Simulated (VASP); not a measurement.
**Cu4Sn: single point with PBE**

Crystal: Cu4Sn.

```xyz
5
Lattice="4.7924 0.0000 0.0000 0.0000 4.7924 0.0000 0.0000 0.0000 4.7924" Properties=species:S:1:pos:R:3 pbc="T T T"
Cu    0.0000    2.3962    2.3962
Cu    2.3962    2.3962    0.0000
Cu    2.3962    0.0000    2.3962
Cu    0.0000    0.0000    0.0000
Sn    2.3962    2.3962    2.3962
```

| Item | Value |
| --- | --- |
| Program | VASP 6.6.1 |
| Task | single point |
| Functional | PBE |
| Potentials or basis | VASP PAW PBE potentials, release 64 (Cu, Sn_d) |
| Cutoff | 520 eV |
| k mesh | 4 × 4 × 4 |
| Occupations | gaussian, width 0.1 eV |
| Spin | no spin polarisation |

* Pressure: 0.4 GPa
* Band gap on the k mesh: zero (band 29 reaches 3.85 eV, above the bottom of band 30 at 3.28 eV)

Levels at points of the mesh, in eV from the Fermi level:
| k point | band 27 | band 28 | band 29 | band 30 | band 31 | band 32 |
| --- | --- | --- | --- | --- | --- | --- |
| (0.00, 0.00, 0.00) | -1.43 | -1.43 | -1.43 | 0.44 | 1.50 | 1.50 |
| (0.50, 0.00, 0.00) | -1.44 | -0.20 | -0.20 | 1.35 | 1.75 | 1.77 |
| (0.50, 0.50, 0.00) | -1.51 | -1.46 | -1.06 | 0.56 | 2.40 | 4.12 |
| (0.50, 0.50, 0.50) | -0.77 | -0.77 | -0.77 | -0.01 | -0.01 | -0.01 |

It used 34 s of CPU time on 1 thread of AMD EPYC 7R13 Processor (Zen 3) (shared host).

Caveat: spin-orbit coupling is left out, which moves the levels of the heavy elements.
